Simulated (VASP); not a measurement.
Wanted: the native input for a VASP 6.6.1 run.

| Quantity | Value |
| --- | --- |
| Task | single point |
| Functional | PBE |
| Dispersion | D3(BJ) |
| Potentials or basis | VASP PAW PBE potentials, release 64 (Pb_d) |
| Cutoff | 520 eV |
| k mesh | 14 × 14 × 14 |
| Occupations | gaussian, width 0.1 eV |
| Spin | no spin polarisation |
| Dipole correction | no |
| Further INCAR settings | ALGO = Normal; EDIFF = 1e-07; NBANDS = 13 |

The structure of Pb lies in POSCAR:

```
Pb
1.0
    0.0000000000      2.4028048868      2.4028048868
    2.4028048868      0.0000000000      2.4028048868
    2.4028048868      2.4028048868      0.0000000000
Pb
1
Direct
    0.0000000000      0.0000000000      0.0000000000
```

One way to write it, as run:

INCAR

```
PREC = Accurate
ENCUT = 520
EDIFF = 1E-7
ISMEAR = 0
SIGMA = 0.1
LREAL = False
LASPH = True
NELM = 80
ALGO = Normal
ISIF = 2
LWAVE = False
LCHARG = False
GGA = PE
IVDW = 12
NBANDS = 13
```

KPOINTS

```
Automatic mesh
0
Gamma
  14 14 14
```

Potentials or basis: VASP PAW PBE potentials, release 64 (Pb_d).

Launch:

```sh
$ cat potpaw_PBE.64/Pb_d/POTCAR > POTCAR
$ mpirun -np 1 vasp_std > vasp.out
```

It gave:

* Pressure: 5.3 GPa
* Band gap on the k mesh: zero (bands 7 and 8 overlap by 9.88 eV)
* Dispersion energy per atom: -0.449 eV

Caveat: the cell stands under pressure; spin-orbit coupling is left out, which moves the levels of the heavy elements.

It took 54 s on 1 thread of Intel Xeon 8259CL, on a shared host, peak memory 0.19 GiB.
